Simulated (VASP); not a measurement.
# Sc6WS (Pm-3m) in VASP: a series of runs

The runs below take Sc6WS through single point, with PBE.

All numbers are computed with VASP 6.6.1; they aren't measurements. Logs are shortened: lines on timing, memory, paths and dates and some standing lists are left out, and cuts for length are marked.

**1. The cell of the first run**

It takes space group Pm-3m (No. 221, cubic). The conventional cell has a = 5.446 Å, b = 5.446 Å, c = 5.446 Å, α = 90.00°, β = 90.00°, γ = 90.00°. Sc (site symmetry 4/mmm) has 4 Sc at 2.72 Å and 2 S at 2.72 Å within 3.6 Å. Sc (site symmetry 4/mmm) has 4 Sc at 2.72 Å and 2 W at 2.72 Å within 3.6 Å. Within 3.6 Å of W (site symmetry m-3m) lie 6 Sc at 2.72 Å. S (site symmetry m-3m) has 6 Sc at 2.72 Å within 3.6 Å.

The cell was built from a structure type or drawn by symmetry, and may not be a known phase.

**2. Single point, PBE, collinear spin**

INCAR

```
PREC = Accurate
ENCUT = 500
EDIFF = 1E-6
ISMEAR = 0
SIGMA = 0.1
LREAL = False
LASPH = True
NELM = 200
ALGO = Normal
ISIF = 2
LWAVE = False
LCHARG = False
ISPIN = 2
MAGMOM = 0.4 0.4 0.4 0.36 0.36 0.36 0.18 0
LORBIT = 11
LMAXMIX = 4
GGA = PE
NBANDS = 57
GGA_COMPAT = False
```

KPOINTS

```
regular mesh
0
Gamma
  4 4 4
```

POSCAR

```
Sc6WS
1.0
    5.4459893700      0.0000000000      0.0000000000
    0.0000000000      5.4459893700      0.0000000000
    0.0000000000      0.0000000000      5.4459893700
Sc W S
6 1 1
Direct
    0.0000000000      0.5000000000      0.5000000000
    0.5000000000      0.0000000000      0.5000000000
    0.5000000000      0.5000000000      0.0000000000
    0.5000000000      0.0000000000      0.0000000000
    0.0000000000      0.5000000000      0.0000000000
    0.0000000000      0.0000000000      0.5000000000
    0.0000000000      0.0000000000      0.0000000000
    0.5000000000      0.5000000000      0.5000000000
```

Potentials or basis: VASP PAW PBE potentials, release 64 (Sc_sv, W_sv, S).

Started as:

```console
cat potpaw_PBE.64/Sc_sv/POTCAR potpaw_PBE.64/W_sv/POTCAR potpaw_PBE.64/S/POTCAR > POTCAR
mpirun -np 1 vasp_std > vasp.out
```

OUTCAR:

```text
PREC = Accurate
   ENCUT = 500
   EDIFF = 1E-6
   ISMEAR = 0
   LREAL = False
   LASPH = True
   NELM = 200
   ISIF = 2
   ISPIN = 2
   LORBIT = 11
   GGA = PE

 ion  position               nearest neighbor table
   1  0.000  0.500  0.500-   5 2.72   6 2.72   8 2.72   5 2.72   6 2.72   8 2.72
   2  0.500  0.000  0.500-   4 2.72   6 2.72   8 2.72   4 2.72   8 2.72   6 2.72
   3  0.500  0.500  0.000-   4 2.72   5 2.72   8 2.72   8 2.72   4 2.72   5 2.72
   4  0.500  0.000  0.000-   2 2.72   3 2.72   7 2.72   2 2.72   3 2.72   7 2.72
   5  0.000  0.500  0.000-   1 2.72   3 2.72   7 2.72   1 2.72   7 2.72   3 2.72
   6  0.000  0.000  0.500-   1 2.72   2 2.72   7 2.72   7 2.72   1 2.72   2 2.72
   7  0.000  0.000  0.000-   4 2.72   5 2.72   6 2.72   6 2.72   5 2.72   4 2.72
   8  0.500  0.500  0.500-   1 2.72   2 2.72   3 2.72   3 2.72   2 2.72   1 2.72

  LATTYP: Found a simple cubic cell.
 ALAT       =     5.4459893700

  Lattice vectors:

 A1 = (   5.4459893700,   0.0000000000,   0.0000000000)
 A2 = (   0.0000000000,   5.4459893700,   0.0000000000)
 A3 = (   0.0000000000,   0.0000000000,   5.4459893700)

Analysis of symmetry for initial positions (statically):
=====================================================================
 Subroutine PRICEL returns:
 Original cell was already a primitive cell.

 Routine SETGRP: Setting up the symmetry group for a
 simple cubic supercell.

 Subroutine GETGRP returns: Found 48 space group operations
 (whereof 48 operations were pure point group operations)
 out of a pool of 48 trial point group operations.

The static configuration has the point symmetry O_h .

Analysis of symmetry for dynamics (positions and initial velocities):
=====================================================================
 Subroutine PRICEL returns:
 Original cell was already a primitive cell.

 Routine SETGRP: Setting up the symmetry group for a
 simple cubic supercell.

 Subroutine GETGRP returns: Found 48 space group operations
 (whereof 48 operations were pure point group operations)
 out of a pool of 48 trial point group operations.

The dynamic configuration has the point symmetry O_h .

Analysis of structural, dynamic, and magnetic symmetry:
=====================================================================
 Subroutine PRICEL returns:
 Original cell was already a primitive cell.

 Routine SETGRP: Setting up the symmetry group for a
 simple cubic supercell.

 Subroutine GETGRP returns: Found 48 space group operations
 (whereof 48 operations were pure point group operations)
 out of a pool of 48 trial point group operations.

The overall configuration has the point symmetry O_h .

 Subroutine INISYM returns: Found 48 space group operations
 (whereof 48 operations are pure point group operations),
 and found     1 'primitive' translations
[... 142 lines left out ...]

 E-fermi :   5.5173     XC(G=0): -10.7130

 val. band max:        5.4591566673   @ k =   0.5000   0.2500   0.2500
 cond. band min:       5.5573929095   @ k =   0.5000   0.2500   0.0000
 fundamental gap:      0.0982362422
 Fermi energy:         5.5172553029

 spin component 1

 k-point     1 :       0.0000    0.0000    0.0000
  band No.  band energies     occupation
      1     -67.6145      1.00000
      2     -43.9710      1.00000
      3     -43.9377      1.00000
      4     -43.9377      1.00000
      5     -43.2705      1.00000
      6     -43.2705      1.00000
[... 569 lines left out ...]
     54       7.4212      0.00000
     55       7.4709      0.00000
 Fermi energy:         5.5172553029

 spin component 2

 k-point     1 :       0.0000    0.0000    0.0000
  band No.  band energies     occupation
      1     -67.6153      1.00000
      2     -43.9709      1.00000
      3     -43.9375      1.00000
      4     -43.9375      1.00000
      5     -43.2704      1.00000
      6     -43.2704      1.00000
[... 569 lines left out ...]
     54       7.4209      0.00000
     55       7.4710      0.00000
 [bands above 55 left out]

------------------------ aborting loop because EDIFF is reached ----------------------------------------

  FORCE on cell =-STRESS in cart. coord.  units (eV):
  Direction    XX          YY          ZZ          XY          YZ          ZX
  --------------------------------------------------------------------------------------
  -------------------------------------------------------------------------------------
  Total        6.0673452      6.0673452      6.0673452      0.0000000     -0.0000000      0.0000000
  in kB       60.1837046     60.1837046     60.1837046      0.0000000     -0.0000000      0.0000000
  external PRESSURE =      60.1837046 kB  Pullay stress =       0.0000000 kB

 VOLUME and BASIS-vectors are now :
 -----------------------------------------------------------------------------
  energy-cutoff  :      500.00
  volume of cell :      161.52
      direct lattice vectors                 reciprocal lattice vectors
     5.445989370  0.000000000  0.000000000     0.183621365  0.000000000  0.000000000
     0.000000000  5.445989370  0.000000000     0.000000000  0.183621365  0.000000000
     0.000000000  0.000000000  5.445989370     0.000000000  0.000000000  0.183621365

 POSITION                                       TOTAL-FORCE (eV/Angst)
 -----------------------------------------------------------------------------------
      0.00000      2.72299      2.72299         0.000000      0.000000      0.000000
      2.72299      0.00000      2.72299         0.000000      0.000000      0.000000
      2.72299      2.72299      0.00000         0.000000      0.000000      0.000000
      2.72299      0.00000      0.00000         0.000000      0.000000      0.000000
      0.00000      2.72299      0.00000         0.000000      0.000000      0.000000
      0.00000      0.00000      2.72299         0.000000      0.000000      0.000000
      0.00000      0.00000      0.00000         0.000000      0.000000      0.000000
      2.72299      2.72299      2.72299         0.000000      0.000000      0.000000
 -----------------------------------------------------------------------------------
    total drift:                                0.000000      0.000000     -0.000000

  FREE ENERGIE OF THE ION-ELECTRON SYSTEM (eV)
  ---------------------------------------------------
  free  energy   TOTEN  =       -50.4468427898 eV

  energy  without entropy=      -50.3880362764  energy(sigma->0) =      -50.41743953

 total charge

# of ion       s       p       d       tot
------------------------------------------
    1        2.247   6.074   1.271   9.592
    2        2.247   6.074   1.271   9.592
    3        2.247   6.074   1.271   9.592
    4        2.332   6.116   1.326   9.773
    5        2.332   6.116   1.326   9.773
    6        2.332   6.116   1.326   9.773
    7        2.432   6.092   3.518  12.043
    8        1.338   2.366   0.000   3.704
--------------------------------------------------
tot         17.507  45.027  11.309  73.843

 magnetization (x)

# of ion       s       p       d       tot
------------------------------------------
    1        0.000   0.000   0.000   0.000
    2        0.000   0.000   0.000   0.000
    3        0.000   0.000   0.000   0.000
    4        0.000  -0.000   0.000   0.000
    5        0.000  -0.000   0.000   0.000
    6        0.000  -0.000   0.000   0.000
    7       -0.000  -0.000  -0.002  -0.002
    8        0.000  -0.000   0.000  -0.000
--------------------------------------------------
tot          0.000  -0.000  -0.001  -0.001
```

stdout:

```text
POSCAR found type information on POSCAR ScW S
 POSCAR found :  3 types and       8 ions
 scaLAPACK will be used
 LDA part: xc-table for (Slater+PW92), standard interpolation
 POSCAR, INCAR and KPOINTS ok, starting setup
 FFT: planning ... GRIDC
 FFT: planning ... GRID_SOFT
 FFT: planning ... GRID
 WAVECAR not read
 entering main loop
```

Wall time 3.3 min (1 thread of AMD EPYC 9R45 (Zen 5), shared host); peak memory 0.32 GiB.

What came out:

| Property | Result |
| --- | --- |
| Free energy | -50.4468 eV |
| Pressure | 6.0 GPa |
| Band gap on the k mesh | zero (filled and empty bands overlap) |
| Net moment | 0.00 μB per cell |
| Valence electrons inside the program's atomic spheres | Sc 9.59, 9.77 (each value once); W 12.04; S 3.70 |

Levels at points of the mesh, in eV from the Fermi level:
Spin up:
| k point | band 40 | band 41 | band 42 | band 43 | band 44 | band 45 | band 46 | band 47 |
| --- | --- | --- | --- | --- | --- | --- | --- | --- |
| (0.00, 0.00, 0.00) | -0.91 | -0.72 | -0.65 | -0.65 | -0.65 | -0.18 | -0.18 | -0.15 |
| (0.50, 0.00, 0.00) | -1.14 | -1.14 | -0.57 | -0.51 | -0.47 | -0.21 | 0.27 | 0.92 |
| (0.50, 0.50, 0.00) | -0.86 | 0.05 | 0.05 | 0.22 | 0.62 | 0.69 | 0.77 | 0.96 |
| (0.50, 0.50, 0.50) | 0.11 | 0.12 | 0.12 | 0.97 | 0.97 | 0.97 | 1.23 | 1.23 |
Spin down:
| k point | band 39 | band 40 | band 41 | band 42 | band 43 | band 44 | band 45 | band 46 | band 47 | band 48 |
| --- | --- | --- | --- | --- | --- | --- | --- | --- | --- | --- |
| (0.00, 0.00, 0.00) | -0.91 | -0.91 | -0.72 | -0.65 | -0.65 | -0.65 | -0.18 | -0.18 | -0.15 | 1.32 |
| (0.50, 0.00, 0.00) | -1.17 | -1.14 | -1.14 | -0.57 | -0.51 | -0.47 | -0.21 | 0.27 | 0.92 | 0.92 |
| (0.50, 0.50, 0.00) | -1.34 | -0.86 | 0.05 | 0.05 | 0.22 | 0.62 | 0.69 | 0.77 | 0.96 | 0.96 |
| (0.50, 0.50, 0.50) | -1.09 | 0.11 | 0.12 | 0.12 | 0.97 | 0.97 | 0.97 | 1.23 | 1.23 | 1.23 |

Caveat: the cell stands under pressure; spin-orbit coupling is left out, which moves the levels of the heavy elements.

**3. Single point, PBE**

This run uses another cell than the first one, of 22.04 Å³/atom.

INCAR

```
SYSTEM = Sc6WS
  PREC = Accurate
  ENCUT = 520
  EDIFF = 1E-6
  ISMEAR = 0
  SIGMA = 0.1
  LREAL = .FALSE.
  LASPH = .TRUE.
  NELM = 80
  ALGO = Normal
  ISIF = 2
  LWAVE = .FALSE.
  LCHARG = .FALSE.
  GGA = PE
  NBANDS = 53
```

KPOINTS

```
regular mesh
0
G
  8 8 8
  0 0 0
```

POSCAR: that of step 2 with these lines changed.

```diff
@@ -2,5 +2,5 @@
 1.0
-    5.4459893700      0.0000000000      0.0000000000
-    0.0000000000      5.4459893700      0.0000000000
-    0.0000000000      0.0000000000      5.4459893700
+    5.6077310193      0.0000000000      0.0000000000
+    0.0000000000      5.6077310193      0.0000000000
+    0.0000000000      0.0000000000      5.6077310193
 Sc W S
```

Potentials or basis: VASP PAW PBE potentials, release 64 (Sc_sv, W_sv, S).

Started as:

```console
cat potpaw_PBE.64/Sc_sv/POTCAR potpaw_PBE.64/W_sv/POTCAR potpaw_PBE.64/S/POTCAR > POTCAR
mpirun -np 1 vasp_std > vasp.out
```

OUTCAR:

```text
SYSTEM = Sc6WS
   PREC = Accurate
   ENCUT = 520
   EDIFF = 1E-6
   ISMEAR = 0
   LREAL = .FALSE.
   LASPH = .TRUE.
   NELM = 80
   ISIF = 2
   GGA = PE

 ion  position               nearest neighbor table
   1  0.000  0.500  0.500-   5 2.80   6 2.80   8 2.80   5 2.80   6 2.80   8 2.80
   2  0.500  0.000  0.500-   4 2.80   6 2.80   8 2.80   4 2.80   8 2.80   6 2.80
   3  0.500  0.500  0.000-   4 2.80   5 2.80   8 2.80   8 2.80   4 2.80   5 2.80
   4  0.500  0.000  0.000-   2 2.80   3 2.80   7 2.80   2 2.80   3 2.80   7 2.80
   5  0.000  0.500  0.000-   1 2.80   3 2.80   7 2.80   1 2.80   7 2.80   3 2.80
   6  0.000  0.000  0.500-   1 2.80   2 2.80   7 2.80   7 2.80   1 2.80   2 2.80
   7  0.000  0.000  0.000-   4 2.80   5 2.80   6 2.80   6 2.80   5 2.80   4 2.80
   8  0.500  0.500  0.500-   1 2.80   2 2.80   3 2.80   3 2.80   2 2.80   1 2.80

  LATTYP: Found a simple cubic cell.
 ALAT       =     5.6077310193

  Lattice vectors:

 A1 = (   5.6077310193,   0.0000000000,   0.0000000000)
 A2 = (   0.0000000000,   5.6077310193,   0.0000000000)
 A3 = (   0.0000000000,   0.0000000000,   5.6077310193)

Analysis of symmetry for initial positions (statically):
=====================================================================
 Subroutine PRICEL returns:
 Original cell was already a primitive cell.

 Routine SETGRP: Setting up the symmetry group for a
 simple cubic supercell.

 Subroutine GETGRP returns: Found 48 space group operations
 (whereof 48 operations were pure point group operations)
 out of a pool of 48 trial point group operations.

The static configuration has the point symmetry O_h .

Analysis of symmetry for dynamics (positions and initial velocities):
=====================================================================
 Subroutine PRICEL returns:
 Original cell was already a primitive cell.

 Routine SETGRP: Setting up the symmetry group for a
 simple cubic supercell.

[... 134 lines left out ...]
   IMIX   =      4    mixing-type and parameters
     AMIX     =   0.40;   BMIX     =  1.00
     AMIX_MAG =   1.60;   BMIX_MAG =  1.00
  volume/ion in A,a.u.               =      22.04       148.75
  Fermi-wavevector in a.u.,A,eV,Ry     =   1.288607  2.435114 22.592582  1.660508
  Thomas-Fermi vector in A             =   2.420550
   LORBIT       =      0    0 simple, 1 ext, 2 COOP (PROOUT), +10 PAW based schemes
   GGA     = PE    functional components
   LHFCALC =     F    Hartree Fock is set to
   AEXX    =    0.0000 exact exchange contribution
   IVDW    =     0    specifies the selected vdW correction
   LEPSILON=     F    determine dielectric tensor
   LRPA    =     F    only Hartree local field effects (RPA)
 non-spin polarized calculation
 Gauss-broadening in eV      SIGMA  =   0.10
  energy-cutoff  :      520.00
  volume of cell :      176.34
 maximum number of plane-waves:      4780
 NGX is ok and might be reduce to    42
   NGX = 21   NGY = 21   NGZ = 21

 number of electron      86.0000041 magnetization

 Free energy of the ion-electron system (eV)
  ---------------------------------------------------
  ext. energy  EPLUGINS =         0.00000000
  ---------------------------------------------------
  free energy    TOTEN  =       -50.77711361 eV

  energy without entropy =      -50.71555588  energy(sigma->0) =      -50.74633474

 E-fermi :   4.8270     XC(G=0): -10.3213

 val. band max:        4.8209744749   @ k =   0.2500   0.2500   0.1250
 cond. band min:       4.8350423349   @ k =   0.5000   0.3750   0.1250
 fundamental gap:      0.0140678600
 Fermi energy:         4.8270270571

 k-point     1 :       0.0000    0.0000    0.0000
  band No.  band energies     occupation
      1     -68.3571      2.00000
      2     -44.7877      2.00000
      3     -44.7687      2.00000
      4     -44.7687      2.00000
      5     -44.1125      2.00000
      6     -44.1125      2.00000
[... 1333 lines left out ...]
     52       6.2097      0.00000
     53       6.4272      0.00000

 [... further k-points ...]
[... 5 lines left out ...]
  --------------------------------------------------------------------------------------
  -------------------------------------------------------------------------------------
  Total        0.1175803      0.1175803      0.1175803     -0.0000000     -0.0000000     -0.0000000
  in kB        1.0682762      1.0682762      1.0682762     -0.0000000     -0.0000000     -0.0000000
  external PRESSURE =       1.0682762 kB  Pullay stress =       0.0000000 kB

 VOLUME and BASIS-vectors are now :
 -----------------------------------------------------------------------------
  energy-cutoff  :      520.00
  volume of cell :      176.34
      direct lattice vectors                 reciprocal lattice vectors
     5.607731019  0.000000000  0.000000000     0.178325244  0.000000000  0.000000000
     0.000000000  5.607731019  0.000000000     0.000000000  0.178325244  0.000000000
     0.000000000  0.000000000  5.607731019     0.000000000  0.000000000  0.178325244

 POSITION                                       TOTAL-FORCE (eV/Angst)
 -----------------------------------------------------------------------------------
      0.00000      2.80387      2.80387         0.000000      0.000000      0.000000
      2.80387      0.00000      2.80387         0.000000      0.000000      0.000000
      2.80387      2.80387      0.00000         0.000000      0.000000      0.000000
      2.80387      0.00000      0.00000         0.000000      0.000000      0.000000
      0.00000      2.80387      0.00000         0.000000      0.000000      0.000000
      0.00000      0.00000      2.80387         0.000000      0.000000      0.000000
      0.00000      0.00000      0.00000         0.000000      0.000000      0.000000
      2.80387      2.80387      2.80387         0.000000      0.000000      0.000000
 -----------------------------------------------------------------------------------
    total drift:                                0.000000      0.000000     -0.000000

  FREE ENERGIE OF THE ION-ELECTRON SYSTEM (eV)
  ---------------------------------------------------
  free  energy   TOTEN  =       -50.7771136053 eV

  energy  without entropy=      -50.7155558806  energy(sigma->0) =      -50.74633474
```

Run time: 10 min. Hardware: 1 thread of Intel Xeon Platinum 8375C at 2.90GHz (Ice Lake), shared host; peak memory 0.42 GiB.

What came out:

* Free energy: -50.7771 eV
* Pressure: 0.1 GPa
* Band gap on the k mesh: zero (bands 43 and 44 overlap by 1.36 eV)

Levels at points of the mesh, in eV from the Fermi level:
```
           k point  band 40  band 41  band 42  band 43  band 44  band 45  band 46  band 47  band 48  band 49
(0.00, 0.00, 0.00)    -0.79    -0.76    -0.45    -0.45    -0.45    -0.14    -0.14    -0.06     1.11     1.11
(0.50, 0.00, 0.00)    -0.94    -0.94    -0.59    -0.45    -0.42    -0.16     0.26     0.93     0.93     1.05
(0.50, 0.50, 0.00)    -0.73     0.11     0.11     0.20     0.71     0.75     0.76     0.85     0.85     0.92
(0.50, 0.50, 0.50)     0.13     0.13     0.15     0.91     0.91     0.91     1.18     1.18     1.18     1.63
```

Caveat: spin-orbit coupling is left out, which moves the levels of the heavy elements.
